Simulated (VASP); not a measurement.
InP, 2 atoms in the cell. It takes space group F-43m (No. 216, cubic). Conventional cell: a = 5.960 Å, b = 5.960 Å, c = 5.960 Å, α = 90.00°, β = 90.00°, γ = 90.00°. In (site symmetry -43m) has 4 P at 2.58 Å within 3.4 Å. Within 3.4 Å of P (site symmetry -43m) lie 4 In at 2.58 Å. 

- Program: VASP 6.6.1
- Task: relaxation of cell and atoms
- Functional: PBE
- Potentials or basis: VASP PAW PBE potentials, release 64 (In_d, P)
- Cutoff: 600 eV
- k mesh: 10 × 10 × 10
- Occupations: gaussian, width 0.02 eV
- Spin: no spin polarisation
- Dipole correction: no
- Further INCAR settings: ALGO = Normal; EDIFF = 1e-07; IBRION = 2; EDIFFG = -0.01; NSW = 100; ISIF = 3

Potentials or basis: VASP PAW PBE potentials, release 64 (In_d, P).

The run is started by

```sh
$ cat potpaw_PBE.64/In_d/POTCAR potpaw_PBE.64/P/POTCAR > POTCAR
$ mpirun -np 1 vasp_std > vasp.out
```

Hardware: 1 thread of Intel Xeon 6975P-C (shared host).

Problem. How long does it take, and how much memory?

Solution. Wall time 45 s on 1 thread of Intel Xeon 6975P-C, with other jobs on the host, peak memory 0.22 GiB. Counts: scf iterations 16, k points 47, ion steps 1.
